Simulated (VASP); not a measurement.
Runs of VASP 6.6.1 on Al. The structure is that of space group Im-3m (No. 229), or close to it. The cells are those of the table. 

```csv
task,cell,k mesh,cutoff (eV),gap on the mesh (eV),pressure (GPa)
single point,"a = 2.817 Å, angles 109.5°, 1 atom",15 × 15 × 15,520,none,-0.3
single point,"a = 2.779 Å, angles 109.5°, 1 atom",15 × 15 × 15,520,none,2.7
relaxation of cell and atoms,"relaxed from a = 2.784 Å, angles 109.5°, 1 atom",14 × 14 × 14,600,none,0.0
single point,"a = 2.890 Å, angles 109.5°, 1 atom",15 × 15 × 15,520,none,-4.5
single point,"a = 2.854 Å, angles 109.5°, 1 atom",15 × 15 × 15,520,none,(a)
```

Alike in all rows: level revPBE; potentials or basis VASP PAW PBE potentials, release 64 (Al); no spin polarisation; smearing fermi-dirac 0.1 eV.

Problem. Fill in the values left out.

Solution. (a) -2.6.

Caveats: the PAW data sets were made with another functional, which shifts forces and pressure a little.

A gap of «none» marks levels without a gap at the run's occupations.
